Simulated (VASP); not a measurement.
# AlC: relaxation of cell and atoms with PBE

Crystal: AlC.

```
Al C
1.0
    -1.52297    1.52297    2.10728
     1.52297   -1.52297    2.10728
     1.52297    1.52297   -2.10728
Al C
1 1
Direct
  0.00000 0.00000 0.00000
  0.50000 0.50000 0.00000
```

The cell was built from a structure type or drawn by symmetry, and may not be a known phase.

| Property | Result |
| --- | --- |
| Program | VASP 6.6.1 |
| Task | relaxation of cell and atoms |
| Functional | PBE |
| Potentials or basis | VASP PAW PBE potentials, release 64 (Al, C) |
| Cutoff | 600 eV |
| k mesh | 8 × 8 × 8 |
| Occupations | gaussian, width 0.1 eV |
| Spin | no spin polarisation |
| Dipole correction | no |
| Further INCAR settings | ALGO = Normal; EDIFF = 1e-07; IBRION = 2; EDIFFG = -0.04; NSW = 90; ISIF = 3 |

The relaxed volume is 9.73 Å³/atom and the relaxed cell is a = 3.019 Å, b = 3.019 Å, c = 3.019 Å, α = 120.04°, β = 120.04°, γ = 89.94°. The space group after relaxing (to 0.1 Å) is Fm-3m (No. 225). The energy gained by relaxing is 2.7 meV/atom and the ionic steps are 4. The pressure after relaxing is -0.4 GPa and the band gap on the k mesh is zero (an odd number of electrons rules out a gap without spin polarisation).

Stress tensor (GPa, compression positive):
```
-0.31  0.00  0.00
 0.00 -0.31  0.00
 0.00  0.00 -0.58
```

The path:
```
step  energy change (eV)  largest force (eV/Å)  pressure (GPa)  volume (Å³)
   1              0.0000                0.0000           -1.16        19.55
   2             -0.0052                0.0000            0.61        19.35
   3             -0.0052                0.0000            0.85        19.32
   4             -0.0055                0.0000           -0.40        19.45
```

Final structure:
```xyz
2
Lattice="-1.5088 1.5088 2.1361 1.5088 -1.5088 2.1361 1.5088 1.5088 -2.1361" Properties=species:S:1:pos:R:3 pbc="T T T"
Al    1.5088    1.5088   -2.1361
C     0.0000    0.0000    2.1361
```

Levels at points of the mesh, in eV from the Fermi level:
| k point | band 1 | band 2 | band 3 | band 4 | band 5 | band 6 | band 7 |
| --- | --- | --- | --- | --- | --- | --- | --- |
| (0.00, 0.00, 0.00) | -14.44 | 1.50 | 1.50 | 1.51 | 8.17 | 10.95 | 10.95 |
| (0.50, 0.00, 0.00) | -10.58 | -7.36 | 0.42 | 0.43 | 7.05 | 9.17 | 9.19 |
| (0.50, 0.50, 0.00) | -9.26 | -6.28 | -1.67 | -1.66 | 3.55 | 4.87 | 14.89 |
| (0.50, 0.50, 0.50) | -9.27 | -6.29 | -1.65 | -1.65 | 3.56 | 4.88 | 14.87 |

It took 35 s on 1 thread of Intel Xeon 8259CL, on a shared host, peak memory 0.14 GiB.
